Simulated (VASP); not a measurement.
# SiNi (Pmmn) in VASP: relaxation of shape and atoms at fixed volume with PBEsol

Aim: the relaxation of shape and atoms at fixed volume of SiNi with PBEsol.

All numbers are computed with VASP 6.6.1; they aren't measurements. Logs are shortened: lines on timing, memory, paths and dates and some standing lists are left out, and cuts for length are marked.

## (1) The cell of the first run

It takes space group Pmmn (No. 59, orthorhombic). Conventional cell: a = 3.080 Å, b = 3.285 Å, c = 4.741 Å, α = 90.00°, β = 90.00°, γ = 90.00°. Si (site symmetry mm2) has 6 Ni at 2.37 to 2.42 Å and 6 Si at 2.71 to 3.08 Å within 3.1 Å. Within 3.1 Å of Ni (site symmetry mm2) lie 6 Si at 2.37 to 2.42 Å and 6 Ni at 2.70 to 3.08 Å.

## (2) Relaxation of shape and atoms at fixed volume, PBEsol (11.99 Å³/atom)

Input file INCAR:

```
ALGO     = Normal         # electronic algorithm
EDIFF    = 1E-7           # SCF threshold, eV
EDIFFG   = -0.01          # ionic threshold
ENCUT    = 600            # plane-wave cutoff, eV
GGA      = PS             # functional
GGA_COMPAT= False        
IBRION   = 2              # ionic algorithm
ISIF     = 4              # what is computed and relaxed
ISMEAR   = 0              # smearing method
LASPH    = True           # aspherical terms in the spheres
LCHARG   = False          # write CHGCAR
LREAL    = False          # projectors in reciprocal space
LWAVE    = False          # write WAVECAR
NELM     = 120            # most SCF steps
NELMIN   = 4            
NSW      = 50             # ionic steps
PREC     = Accurate       # precision mode
SIGMA    = 0.1            # smearing width, eV
```

Input file KPOINTS:

```
k-points
0
Gamma
  14 12 10
```

Input file POSCAR:

```
SiNi
1.0
    3.0803435261      0.0000000000      0.0000000000
    0.0000000000      3.2847736642      0.0000000000
    0.0000000000      0.0000000000      4.7414019008
Si Ni
2 2
Direct
    0.0000000000      0.0000000000      0.1581189855
    0.5000000000      0.5000000000      0.8418810145
    0.0000000000      0.0000000000      0.6576320129
    0.5000000000      0.5000000000      0.3423679871
```

Potentials or basis: VASP PAW PBE potentials, release 64 (Si, Ni).

Run with:

```
$ cat potpaw_PBE.64/Si/POTCAR potpaw_PBE.64/Ni/POTCAR > POTCAR
$ mpirun -np 1 vasp_std > vasp.out
```

OUTCAR:

```text
EDIFF = 1E-7
   EDIFFG = -0.01
   ENCUT = 600
   GGA = PS
   IBRION = 2
   ISIF = 4
   ISMEAR = 0
   LASPH = True
   LREAL = False
   NELM = 120
   NELMIN = 4
   NSW = 50
   PREC = Accurate

 ion  position               nearest neighbor table
   1  0.000  0.000  0.158-   3 2.37   3 2.37   4 2.42   4 2.42   4 2.42   4 2.42   2 2.71   2 2.71
                             2 2.71   2 2.71
   2  0.500  0.500  0.842-   4 2.37   4 2.37   3 2.42   3 2.42   3 2.42   3 2.42   1 2.71   1 2.71
                             1 2.71   1 2.71
   3  0.000  0.000  0.658-   1 2.37   1 2.37   2 2.42   2 2.42   2 2.42   2 2.42   4 2.70   4 2.70
                             4 2.70   4 2.70
   4  0.500  0.500  0.342-   2 2.37   2 2.37   1 2.42   1 2.42   1 2.42   1 2.42   3 2.70   3 2.70
                             3 2.70   3 2.70

  LATTYP: Found a simple orthorhombic cell.
 ALAT       =     3.0803435261
 B/A-ratio  =     1.0663660194
 C/A-ratio  =     1.5392445228

  Lattice vectors:

 A1 = (   3.0803435261,   0.0000000000,   0.0000000000)
 A2 = (   0.0000000000,   3.2847736642,   0.0000000000)
 A3 = (   0.0000000000,   0.0000000000,   4.7414019008)

Analysis of symmetry for initial positions (statically):
=====================================================================
 Subroutine PRICEL returns:
 Original cell was already a primitive cell.

 Routine SETGRP: Setting up the symmetry group for a
 simple orthorhombic supercell.

 Subroutine GETGRP returns: Found  8 space group operations
 (whereof  4 operations were pure point group operations)
 out of a pool of  8 trial point group operations.

The static configuration has the point symmetry C_2v.
 The point group associated with its full space group is D_2h.

Analysis of symmetry for dynamics (positions and initial velocities):
=====================================================================
 Subroutine PRICEL returns:
 Original cell was already a primitive cell.

 Routine SETGRP: Setting up the symmetry group for a
 simple orthorhombic supercell.

 Subroutine GETGRP returns: Found  8 space group operations
 (whereof  4 operations were pure point group operations)
 out of a pool of  8 trial point group operations.

The dynamic configuration has the point symmetry C_2v.
 The point group associated with its full space group is D_2h.

 Subroutine INISYM returns: Found  8 space group operations
 (whereof  4 operations are pure point group operations),
 and found     1 'primitive' translations

----------------------------------------------------------------------------------------

                                     Primitive cell

  volume of cell :      47.9746

  direct lattice vectors                    reciprocal lattice vectors
     3.080343526  0.000000000  0.000000000     0.324639116  0.000000000  0.000000000
     0.000000000  3.284773664  0.000000000     0.000000000  0.304434979  0.000000000
     0.000000000  0.000000000  4.741401901     0.000000000  0.000000000  0.210908086

  length of vectors
     3.080343526  3.284773664  4.741401901     0.324639116  0.304434979  0.210908086

  position of ions in fractional coordinates (direct lattice)
     0.000000000  0.000000000  0.158118986
     0.500000000  0.500000000  0.841881014
     0.000000000  0.000000000  0.657632013
     0.500000000  0.500000000  0.342367987

  ion indices of the primitive-cell ions
   primitive index   ion index
                 1           1
                 2           2
                 3           3
                 4           4

----------------------------------------------------------------------------------------

 KPOINTS: k-points

Automatic generation of k-mesh.
 Grid dimensions read from file:
 generate k-points for:   14   12   10

 Generating k-lattice:

  Cartesian coordinates                     Fractional coordinates (reciprocal lattice)
     0.023188508  0.000000000  0.000000000     0.071428571  0.000000000  0.000000000
     0.000000000  0.025369582  0.000000000     0.000000000  0.083333333  0.000000000
     0.000000000  0.000000000  0.021090809     0.000000000  0.000000000  0.100000000

  Length of vectors
     0.023188508  0.025369582  0.021090809

  Shift w.r.t. Gamma in fractional coordinates (k-lattice)
     0.000000000  0.000000000  0.000000000

 Subroutine IBZKPT returns following result:
 ===========================================

 Found    336 irreducible k-points:

 Following reciprocal coordinates:
            Coordinates               Weight
  0.000000  0.000000  0.000000      1.000000
  0.071429  0.000000  0.000000      2.000000
  0.142857  0.000000  0.000000      2.000000
  0.214286  0.000000  0.000000      2.000000
  0.285714  0.000000  0.000000      2.000000
  0.357143  0.000000  0.000000      2.000000
[... 16 lines left out ...]
  0.428571  0.166667  0.000000      4.000000
  0.500000  0.166667  0.000000      2.000000
 [... further k-points ...]
   k-points           NKPTS =    336   k-points in BZ     NKDIM =    336   number of bands    NBANDS=     18
   number of dos      NEDOS =    301   number of ions     NIONS =      4
   total plane-waves  NPLWV =  31360
   dimension x,y,z NGX =    28 NGY =   28 NGZ =   40
   dimension x,y,z NGXF=    56 NGYF=   56 NGZF=   80
   ions per type =               2   2
   NGX,Y,Z   is equivalent  to a cutoff of  15.11, 14.17, 14.03 a.u.
   NGXF,Y,Z  is equivalent  to a cutoff of  30.22, 28.34, 28.05 a.u.
 SYSTEM =  unknown system
   PREC   = accura    normal or accurate (medium, high low for compatibility)
   ISTART =      0    job   : 0-new  1-cont  2-samecut
   ICHARG =      2    charge: 1-file 2-atom 10-const
   ISPIN  =      1    spin polarized calculation?
   LNONCOLLINEAR =      F non collinear calculations
   LSORBIT =      F    spin-orbit coupling
   LASPH  =      T    aspherical Exc in radial PAW
   ENCUT  =  600.0 eV  44.10 Ry    6.64 a.u.   6.15  6.56  9.47*2*pi/ulx,y,z
   NELM   =    120;   NELMIN=  4; NELMDL= -5     # of ELM steps
   EDIFF  = 0.1E-06   stopping-criterion for ELM
   LREAL  =      F    real-space projection
   EDIFFG = -.1E-01   stopping-criterion for IOM
   NSW    =     50    number of steps for IOM
   IBRION =      2    ionic relax: 0-MD 1-quasi-New 2-CG
   NFREE  =      1    steps in history (QN), initial steepest desc. (CG)
   ISIF   =      4    stress and relaxation
   ISYM   =      2    0-nonsym 1-usesym 2-fastsym
   POTIM  = 0.5000    time-step for ionic-motion
   TEBEG  =    0.0;   TEEND  =   0.0 temperature during run
   PSTRESS=    0.0 pullay stress
   NELECT =      28.0000    total number of electrons
   NUPDOWN=      -1.0000    fix difference up-down
   EMIN   =  10.00;   EMAX   =-10.00  energy-range for DOS
   EFERMI =   0.00;   METHOD = LEGACY
   ISMEAR =     0;   SIGMA  =   0.10  broadening in eV -4-tet -1-fermi 0-gaus
   EFERMI_NEDOS =   21; number of points for ismear=-14 and -15
   IALGO  =     38    algorithm
   IMIX   =      4    mixing-type and parameters
     AMIX     =   0.40;   BMIX     =  1.00
     AMIX_MAG =   1.60;   BMIX_MAG =  1.00
  volume/ion in A,a.u.               =      11.99        80.94
  Fermi-wavevector in a.u.,A,eV,Ry     =   1.368119  2.585369 25.466681  1.871748
  Thomas-Fermi vector in A             =   2.494111
   LORBIT       =      0    0 simple, 1 ext, 2 COOP (PROOUT), +10 PAW based schemes
   GGA     = PS    functional components
   LHFCALC =     F    Hartree Fock is set to
   AEXX    =    0.0000 exact exchange contribution
   IVDW    =     0    specifies the selected vdW correction
   LEPSILON=     F    determine dielectric tensor
   LRPA    =     F    only Hartree local field effects (RPA)
 conjugate gradient relaxation of ions
 non-spin polarized calculation
 Gauss-broadening in eV      SIGMA  =   0.10
  energy-cutoff  :      600.00
  volume of cell :       47.97
 maximum number of plane-waves:      1630
 NGX is ok and might be reduce to    28
   NGX = 13   NGY = 13   NGZ = 19

--------------------------------------- Ionic step        1  -------------------------------------------

 number of electron      27.9999986 magnetization

 Free energy of the ion-electron system (eV)
  ---------------------------------------------------
  ext. energy  EPLUGINS =         0.00000000
  ---------------------------------------------------
  free energy    TOTEN  =       -25.87993802 eV

  energy without entropy =      -25.87436148  energy(sigma->0) =      -25.87714975

------------------------ aborting loop because EDIFF is reached ----------------------------------------

  FORCE on cell =-STRESS in cart. coord.  units (eV):
  Direction    XX          YY          ZZ          XY          YZ          ZX
  --------------------------------------------------------------------------------------
  -------------------------------------------------------------------------------------
  Total       -2.7016708     -2.7984601     -3.1400946      0.0000000      0.0000000      0.0000000
  in kB      -90.2259852    -93.4583964   -104.8677486      0.0000000      0.0000000      0.0000000
  external PRESSURE =     -96.1840434 kB  Pullay stress =       0.0000000 kB
[... 137 lines left out ...]
  energy  without entropy=      -25.8757685916  energy(sigma->0) =      -25.87847902

--------------------------------------- Ionic step        5  -------------------------------------------

 number of electron      27.9999988 magnetization

 Free energy of the ion-electron system (eV)
  ---------------------------------------------------
  ext. energy  EPLUGINS =         0.00000000
  ---------------------------------------------------
  free energy    TOTEN  =       -25.88123825 eV

  energy without entropy =      -25.87581077  energy(sigma->0) =      -25.87852451

 E-fermi :  10.6860     XC(G=0): -12.4136

 val. band max:       10.6647870462   @ k =   0.2857   0.2500   0.5000
 cond. band min:      10.6906076679   @ k =   0.3571   0.2500   0.1000
 fundamental gap:      0.0258206217
 Fermi energy:        10.6859997435

 k-point     1 :       0.0000    0.0000    0.0000
  band No.  band energies     occupation
      1      -2.8299      2.00000
      2       2.8020      2.00000
      3       4.4703      2.00000
      4       6.7478      2.00000
      5       7.3332      2.00000
      6       7.7517      2.00000
[... 10 lines left out ...]
     17      15.5693      0.00000
     18      15.9817      0.00000
[... 466 lines left out ...]
      2       1.1149      2.00000
      3       5.8888      2.00000
      4       5.8888      2.00000
      5       6.5512      2.00000
      6       6.5512      2.00000
[... 10 lines left out ...]
     17      12.7197      0.00000
     18      12.7197      0.00000

 [... further k-points ...]

------------------------ aborting loop because EDIFF is reached ----------------------------------------

  FORCE on cell =-STRESS in cart. coord.  units (eV):
  Direction    XX          YY          ZZ          XY          YZ          ZX
  --------------------------------------------------------------------------------------
  -------------------------------------------------------------------------------------
  Total       -2.7536488     -2.8140512     -2.7592017      0.0000000      0.0000000      0.0000000
  in kB      -91.9618634    -93.9790840    -92.1473096      0.0000000      0.0000000      0.0000000
  external PRESSURE =     -92.6960857 kB  Pullay stress =       0.0000000 kB
[... 19 lines left out ...]
  FREE ENERGIE OF THE ION-ELECTRON SYSTEM (eV)
  ---------------------------------------------------
  free  energy   TOTEN  =       -25.8812382492 eV

  energy  without entropy=      -25.8758107682  energy(sigma->0) =      -25.87852451

 reached required accuracy - stopping structural energy minimisation
```

It took 8.1 min on 1 thread of Intel Xeon 6975P-C (Granite Rapids), shared host; peak memory 0.44 GiB.

What came out:

* Free energy: -25.8812 eV
* Energy gained by relaxing: 0.3 meV/atom
* Ionic steps: 5
* Pressure after relaxing: -9.3 GPa
* Band gap on the k mesh: zero (bands 14 and 15 overlap by 2.54 eV)

Forces on the atoms (eV/Å):
```
Si   0.000  0.000  0.001
Si   0.000  0.000 -0.001
Ni   0.000  0.000  0.002
Ni   0.000  0.000 -0.002
```

The path:
```csv
step,energy change (eV),largest force (eV/Å),pressure (GPa),volume (Å³)
1,0.0000,0.0672,-9.62,47.97
2,-0.0012,0.0179,-9.35,47.97
3,-0.0013,0.0097,-9.27,47.97
4,-0.0013,0.0089,-9.30,47.97
5,-0.0013,0.0024,-9.27,47.97
```

Final structure:
```xyz
4
Lattice="3.0900 0.0000 0.0000 0.0000 3.2869 0.0000 0.0000 0.0000 4.7236" Properties=species:S:1:pos:R:3 pbc="T T T"
Si    0.0000    0.0000    0.7506
Si    1.5450    1.6434    3.9730
Ni    0.0000    0.0000    3.1108
Ni    1.5450    1.6434    1.6128
```

Caveat: the PAW data sets were made with another functional, which shifts forces and pressure a little.

The gap in the log of VASP goes by the Fermi energy; the results here count the filled bands.